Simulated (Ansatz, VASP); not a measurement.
**Two plane-wave programs on MgO**

```
Mg O
1.0
     3.33531    0.00000    0.00000
    -1.66765    2.88846    0.00000
     0.00000    0.00000    4.30109
Mg O
2 2
Direct
  0.66667 0.33333 0.75000
  0.33333 0.66667 0.25000
  0.66667 0.33333 0.25000
  0.33333 0.66667 0.75000
```

Change from the starting cell: epitaxial_xy strain -4.3%.

Alike in both runs: task single point; functional PBE; k mesh 12 × 12 × 6; occupations fermi-dirac, width 0.02 eV; no spin polarisation.

|  | VASP | Ansatz |
| --- | --- | --- |
| version | VASP 6.6.1 | Ansatz 0.2.0 |
| potentials or method | VASP PAW PBE potentials, release 64 (Mg, O) | plane waves, PAW |
| plane-wave cutoff (eV) | 520 | 420 |
| valence electrons in the cell | 16 | 32 |

```tsv
	VASP	Ansatz	Ansatz less VASP
gap on the k mesh at the Fermi level (eV)	3.69	3.71	+0.017
pressure (GPa)	14.7	15.1	+0.39
traceless stress, the component that is largest in VASP (GPa)	-10.28	-10.06	+0.228
```

With one functional, cell and mesh, what is left measures potentials, basis and numerics. VASP's potentials hold 16 valence electrons a cell and Ansatz's 32, so a difference there can come from the potentials and not from the codes.
